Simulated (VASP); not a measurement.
# Al30Si (a cell with a defect) in VASP: a series of runs, part 2 of 2

VASP 6.6.1. The steps go on from the part before.

### 3 Single point, PBE+D3(BJ)

INCAR

```
  PREC = Accurate
  ENCUT = 520
  EDIFF = 1E-6
  ISMEAR = 0
  SIGMA = 0.1
  LREAL = Auto
  LASPH = True
  NELM = 80
  ALGO = Normal
  ISIF = 2
  LWAVE = False
  LCHARG = False
  GGA = PE
  IVDW = 12
  NBANDS = 68
```

KPOINTS

```
Automatic mesh
0
Gamma
  3 3 3
```

POSCAR

```
Al30Si
1.0
    8.1000000000      0.0000000000      0.0000000000
    0.0000000000      8.1000000000      0.0000000000
    0.0000000000      0.0000000000      8.1000000000
Si Al
1 30
Direct
    0.5439467901     -0.0002571605     -0.0354396296
    0.7546323457      0.2531551852     -0.0005438272
    0.7464411111     -0.0011482716      0.2463838272
   -0.0013444444     -0.0010460494     -0.0024745679
    0.2546390123      0.2448092593      0.0011265432
    0.4991674074      0.4990445679      0.0000946914
    0.7541604938      0.7454534568     -0.0006395062
    0.2523901235     -0.0013413580      0.2470404938
    0.4982288889      0.2451441975      0.2448544444
    0.7495788889      0.4989858025      0.2535264198
    0.5013004938     -0.0011149383      0.4997027160
    0.7497209877      0.2464197531      0.5020465432
    0.0064165432      0.4991123457      0.0016458025
    0.2545741975      0.7529391358      0.0012656790
   -0.0005880247      0.2495332099      0.2507283951
    0.2496620988      0.4986809877      0.2504797531
    0.4981146914      0.7524753086      0.2450471605
   -0.0017329630     -0.0012814815      0.5021843210
    0.2493734568      0.2500249383      0.5006262963
    0.4976906173      0.4989993827      0.4959166667
    0.7496877778      0.7514190123      0.5021944444
    0.2536151852     -0.0011433333      0.7540629630
    0.5013598765      0.2489609877      0.7474897531
    0.7496685185      0.4990929630      0.7492471605
   -0.0008246914      0.7480829630      0.2507834568
   -0.0021165432      0.4987651852      0.5013609877
    0.2491977778      0.7474856790      0.5007390123
   -0.0025475309      0.2472114815      0.7494308642
    0.2477955556      0.4989038272      0.7495627160
    0.5013243210      0.7495782716      0.7478887654
   -0.0026039506      0.7506366667      0.7494541975
```

Potentials or basis: VASP PAW PBE potentials, release 64 (Si, Al).

Run with:

```
> cat potpaw_PBE.64/Si/POTCAR potpaw_PBE.64/Al/POTCAR > POTCAR
> mpirun -np 1 vasp_std > vasp.out
```

OUTCAR:

```text
PREC = Accurate
   ENCUT = 520
   EDIFF = 1E-6
   ISMEAR = 0
   LREAL = Auto
   LASPH = True
   NELM = 80
   ISIF = 2
   GGA = PE
   IVDW = 12
 IVDW          = 12

 ion  position               nearest neighbor table
   1  0.544  1.000  0.965-   2 2.68   7 2.69  23 2.70  30 2.70   3 2.81  22 2.90   9 3.04  17 3.05
                             5 3.09  14 3.09
   2  0.755  0.253  0.999-   1 2.68  28 2.82  15 2.84  24 2.84  13 2.85   4 2.85  10 2.86   3 2.87
                             6 2.87   9 2.88  23 2.89
   3  0.746  0.999  0.246-   1 2.81   9 2.83  17 2.83  11 2.86   7 2.87   4 2.87   2 2.87  12 2.88
                            21 2.88  25 2.88  15 2.88  18 2.91
   4  0.999  0.999  0.998-  28 2.84  31 2.84   7 2.85   2 2.85  22 2.86   3 2.87   5 2.88  14 2.88
                             8 2.88  15 2.89  25 2.89
   5  0.255  0.245  0.001-   9 2.79   8 2.82  22 2.82   6 2.86  23 2.87   4 2.88  13 2.88  16 2.88
                            15 2.89  29 2.90  28 2.91   1 3.09
   6  0.499  0.499  0.000-  17 2.85  14 2.86   9 2.86   5 2.86  16 2.86  24 2.87   2 2.87   7 2.87
                            29 2.87  23 2.88  30 2.88  10 2.89
   7  0.754  0.745  0.999-   1 2.69  31 2.83  25 2.84  24 2.84   4 2.85  13 2.86   3 2.87  10 2.87
                             6 2.87  17 2.87  30 2.89
   8  0.252  0.999  0.247-  14 2.82  17 2.82   5 2.82   9 2.82  11 2.87   4 2.88  25 2.89  15 2.89
                            27 2.89  19 2.89  18 2.92
   9  0.498  0.245  0.245-   5 2.79   8 2.82   3 2.83   6 2.86  11 2.87   2 2.88  16 2.88  19 2.89
[... 31 lines left out ...]
  25  0.999  0.748  0.251-   7 2.84  13 2.85  10 2.86  16 2.86  26 2.86  27 2.86  21 2.87  18 2.88
                             3 2.88   8 2.89   4 2.89  14 2.89
  26  0.998  0.499  0.501-  24 2.84  10 2.84  29 2.85  28 2.86  15 2.86  25 2.86  31 2.86  27 2.86
                            19 2.87  12 2.87  21 2.87  16 2.88
  27  0.249  0.747  0.501-  20 2.85  29 2.85  16 2.86  30 2.86  25 2.86  26 2.86  31 2.87  18 2.88
                            11 2.88  17 2.89  22 2.89   8 2.89
  28  0.997  0.247  0.749-   2 2.82  12 2.84  18 2.84   4 2.84  26 2.86  24 2.86  19 2.87  29 2.88
                            13 2.89  22 2.89   5 2.91
  29  0.248  0.499  0.750-  13 2.83  27 2.85  19 2.85  26 2.85   6 2.87  28 2.88  31 2.88  23 2.88
                            20 2.88  30 2.89   5 2.90  14 2.90
  30  0.501  0.750  0.748-   1 2.70  21 2.83  22 2.85  11 2.85  24 2.86  27 2.86  14 2.86  20 2.88
                             6 2.88  29 2.89   7 2.89
  31  0.997  0.751  0.749-   7 2.83  21 2.83  18 2.84   4 2.84  24 2.86  26 2.86  27 2.87  29 2.88
[... 220 lines left out ...]
   NGX = 31   NGY = 31   NGZ = 31

 number of electron      94.0000000 magnetization

 Free energy of the ion-electron system (eV)
  ---------------------------------------------------
  ext. energy  EPLUGINS =         0.00000000
  ---------------------------------------------------
  free energy    TOTEN  =      -117.18487715 eV

  energy without entropy =     -117.13669078  energy(sigma->0) =     -117.16078397

 E-fermi :   7.4976     XC(G=0): -10.0449

 val. band max:        7.4719625688   @ k =   0.0000   0.3333   0.0000
 cond. band min:       7.5288410342   @ k =   0.0000   0.0000   0.3333
 fundamental gap:      0.0568784655
 Fermi energy:         7.4976032670

 k-point     1 :       0.0000    0.0000    0.0000
  band No.  band energies     occupation
      1      -3.4441      2.00000
      2      -1.6883      2.00000
      3      -1.2351      2.00000
      4      -1.1740      2.00000
      5      -1.1726      2.00000
      6      -1.1370      2.00000
[... 857 lines left out ...]
     58       9.3845      0.00000
     59       9.4779      0.00000
 [bands above 59 left out]

------------------------ aborting loop because EDIFF is reached ----------------------------------------

 Edisp (eV)  -10.05933

 E8    (eV) :    -4.4846

  FORCE on cell =-STRESS in cart. coord.  units (eV):
  Direction    XX          YY          ZZ          XY          YZ          ZX
  --------------------------------------------------------------------------------------
  -------------------------------------------------------------------------------------
  Total     -15.19320   -15.71223   -15.16615     0.00963    -0.01414     0.72243
  in kB     -45.80416   -47.36890   -45.72260     0.02903    -0.04264     2.17797
  external pressure =      -46.30 kB  Pullay stress =        0.00 kB

 VOLUME and BASIS-vectors are now :
 -----------------------------------------------------------------------------
  energy-cutoff  :      520.00
  volume of cell :      531.44
      direct lattice vectors                 reciprocal lattice vectors
     8.100000000  0.000000000  0.000000000     0.123456790  0.000000000  0.000000000
     0.000000000  8.100000000  0.000000000     0.000000000  0.123456790  0.000000000
     0.000000000  0.000000000  8.100000000     0.000000000  0.000000000  0.123456790

 POSITION                                       TOTAL-FORCE (eV/Angst)
 -----------------------------------------------------------------------------------
      4.40597      8.09792      7.81294        -0.426952     -0.004299      0.352169
      6.11252      2.05056      8.09559        -0.021529     -0.064834     -0.050129
      6.04617      8.09070      1.99571         0.030995      0.002398      0.004412
      8.08911      8.09153      8.07996         0.035356     -0.001078     -0.005136
      2.06258      1.98296      0.00912         0.013096     -0.002177     -0.012139
      4.04326      4.04226      0.00077         0.006803     -0.004625     -0.000995
[... 23 lines left out ...]
      4.06073      6.07158      6.05790         0.047159      0.024945     -0.003405
      8.07891      6.08016      6.07058         0.019604      0.004600      0.002542
 -----------------------------------------------------------------------------------
    total drift:                               -0.037523     -0.041450      0.014271

  FREE ENERGIE OF THE ION-ELECTRON SYSTEM (eV)
  ---------------------------------------------------
  free  energy   TOTEN  =      -127.2442113110 eV

  energy  without entropy=     -127.1960249438  energy(sigma->0) =     -127.22011813
```

Run time: 9.3 min. Hardware: 1 thread of Intel Xeon 6975P-C, shared host; peak memory 0.65 GiB.

What came out:

| Property | Result |
| --- | --- |
| Free energy | -127.2442 eV |
| Pressure | -4.6 GPa |
| Largest force | 0.553 eV/Å |
| Band gap on the k mesh | zero (band 47 reaches 7.85 eV, above the bottom of band 48 at 7.47 eV) |
| Dispersion energy per atom | -0.324 eV |

Forces in eV/Å, atoms in the order of the input:
```
Si  -0.427 -0.004  0.352
Al  -0.022 -0.065 -0.050
Al   0.031  0.002  0.004
Al   0.035 -0.001 -0.005
Al   0.013 -0.002 -0.012
Al   0.007 -0.005 -0.001
Al  -0.014  0.062 -0.047
Al   0.006  0.005 -0.005
Al   0.021  0.000 -0.002
Al   0.009  0.000 -0.038
Al   0.007 -0.002 -0.025
Al   0.006 -0.007 -0.017
Al  -0.008  0.002 -0.007
Al   0.012  0.009 -0.013
Al   0.008  0.004 -0.011
Al   0.012 -0.002 -0.010
Al   0.018  0.007 -0.003
Al   0.015  0.005 -0.009
Al   0.011  0.001 -0.003
Al   0.019  0.002 -0.008
Al   0.004  0.009 -0.017
Al   0.008  0.003 -0.031
Al   0.049 -0.035  0.002
Al   0.022 -0.003 -0.018
Al   0.014 -0.009 -0.015
Al   0.008  0.000 -0.001
Al   0.018  0.000 -0.008
Al   0.022 -0.006  0.000
Al   0.028  0.000 -0.001
Al   0.047  0.025 -0.003
Al   0.020  0.005  0.003
```
